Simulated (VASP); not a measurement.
Input of a VASP 6.6.1 run:

The input INCAR:

```
PREC = Accurate ; ENCUT = 520
EDIFF = 1E-7 ; ISMEAR = -1
SIGMA = 0.1 ; LREAL = F
LASPH = T ; NELM = 100
ALGO = Normal ; ISIF = 2
LWAVE = F ; LCHARG = T
GGA = PE ; LELF = T
LVHAR = T ; NBANDS = 25
```

The input KPOINTS:

```
regular mesh
0
Gamma
  10 10 13
```

The input POSCAR:

```
Zn
1.0
    3.7707510243      0.0000000000      0.0000000000
   -1.8853755122      3.2655661784      0.0000000000
    0.0000000000      0.0000000000      2.2881605937
Zn
3
Direct
    0.0000000000      0.0000000000      0.0000000000
    0.3333333333      0.6666666667      0.5000000000
    0.6666666667      0.3333333333      0.5000000000
```

Potentials or basis: VASP PAW PBE potentials, release 64 (Zn).

Run with:

```sh
$ cat potpaw_PBE.64/Zn/POTCAR > POTCAR
$ mpirun -np 1 vasp_std > vasp.out
```

Task: Predict the pressure.

Result: 122.2 GPa.

Task: Predict the band gap on the k mesh.

Result: Zero (bands 18 and 19 overlap by 5.50 eV).

Stress tensor (GPa, compression positive):
```
122.28   0.00   0.00
  0.00 122.28   0.00
  0.00   0.00 122.09
```

Caveat: the cell stands under pressure.
